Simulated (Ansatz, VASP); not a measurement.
## SiO2: VASP beside Ansatz

```
Si O
1.0
     4.20410    0.00000    0.00000
     0.00000    4.20410    0.00000
     0.00000    0.00000    2.68977
Si O
2 4
Direct
  0.50000 0.50000 0.50000
  0.00000 0.00000 0.00000
  0.69301 0.69301 0.00000
  0.19301 0.80699 0.50000
  0.30699 0.30699 0.00000
  0.80699 0.19301 0.50000
```

Alike in both runs: task single point; functional PBE; k mesh 6 × 6 × 8; occupations gaussian, width 0.05 eV; no spin polarisation.

|  | VASP | Ansatz |
| --- | --- | --- |
| version | VASP 6.6.1 | Ansatz 0.2.0 |
| potentials or method | VASP PAW PBE potentials, release 64 (Si, O), cutoff 520 eV | scalar-relativistic, plane waves, PAW |
| valence electrons in the cell | 32 | 32 |

```csv
,VASP,Ansatz,Ansatz less VASP
gap on the k mesh at the Fermi level (eV),5.27,5.28,+0.020
least direct gap on the mesh (eV),5.27,5.28,+0.020
pressure (GPa),4.5,4.3,-0.26
"traceless stress, the component that is largest in VASP (GPa)",-1.01,-1.50,-0.486
rms of the force components (eV/Å),0.083,0.074,-0.0087
```

Atom by atom the forces differ by 0.009 eV/Å (rms over components). The functional is the same, so the differences come from potentials, cutoffs and numerics.
